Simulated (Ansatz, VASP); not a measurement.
# K2ICl: VASP beside Ansatz

The input INCAR:

```
SYSTEM = K2ICl
PREC = Accurate
ENCUT = 520
EDIFF = 1E-7
ISMEAR = -1
SIGMA = 0.02
LREAL = .False.
LASPH = .True.
NELM = 80
ALGO = Normal
ISIF = 2
LWAVE = .False.
LCHARG = .True.
GGA = PE
LELF = .True.
LVHAR = .True.
NBANDS = 24
```

KPOINTS

```
regular mesh
0
Gamma
  6 6 6
  0 0 0
```

The input POSCAR:

```
K2ICl
1.0
    2.3574210371      1.3610576702      7.7636043941
   -2.3574210371      1.3610576702      7.7636043941
    0.0000000000     -2.7221153408      7.7636043941
Cl I K
1 1 2
Direct
    1.0000000000      0.0000000000      0.0000000000
    0.5000000000      0.5000000000      0.5000000000
    0.2599441895      0.2599441895      0.2599441895
    0.7400558105      0.7400558105      0.7400558105
```

Input for Ansatz:

```yaml
crystal:
  lattice:
    - [2.3574210371, 1.3610576702, 7.7636043941]
    - [-2.3574210371, 1.3610576702, 7.7636043941]
    - [0.0, -2.7221153408, 7.7636043941]
  atoms:
    - { symbol: Cl, position: [1.0, 0.0, 0.0] }
    - { symbol: I, position: [0.5, 0.5, 0.5] }
    - { symbol: K, position: [0.2599441895, 0.2599441895, 0.2599441895] }
    - { symbol: K, position: [0.7400558105, 0.7400558105, 0.7400558105] }
kpoints:
  mp_grid: { grid: [6, 6, 6] }
  band_path:
    path:
      - [[0.0, 0.0, 0.0], [0.5, 0.5, 0.5], [0.812843661562, 0.187156338438, 0.5]]
      - [[0.5, -0.187156338438, 0.187156338438], [0.5, 0.0, 0.0], [0.0, 0.0, 0.0], [0.343578169219, -0.343578169219, 0.0]]
      - [[0.656421830781, 0.0, 0.343578169219], [0.5, 0.0, 0.5], [0.0, 0.0, 0.0]]
    npoints: 10
hamiltonian:
  xc: pbe
scf:
  occupations: { method: fermi_dirac, width: 0.02 }
  n_extra_bands: 5
output:
  forces: true
  stress: true
  eigenvalues: true
```

Alike in both runs: task single point; functional PBE; k mesh 6 × 6 × 6; occupations fermi-dirac, width 0.02 eV; no spin polarisation.

```csv
,VASP,Ansatz
version,VASP 6.6.1,Ansatz 0.2.0
potentials or method,"VASP PAW PBE potentials, release 64 (Cl, I, K_sv)","plane waves, PAW"
plane-wave cutoff (eV),520,420
valence electrons in the cell,32,42
```

|  | VASP | Ansatz | Ansatz less VASP |
| --- | --- | --- | --- |
| gap on the k mesh at the Fermi level (eV) | 3.81 | 3.81 | +0.003 |
| pressure (GPa) | 0.6 | 0.6 | -0.02 |
| rms of the force components (eV/Å) | 0.007 | 0.007 | +0.0002 |

Atom by atom the forces differ by 0.000 eV/Å (rms over components). VASP's potentials hold 32 valence electrons a cell and Ansatz's 42, so a difference there can come from the potentials and not from the codes.

Spin-orbit coupling is off throughout.
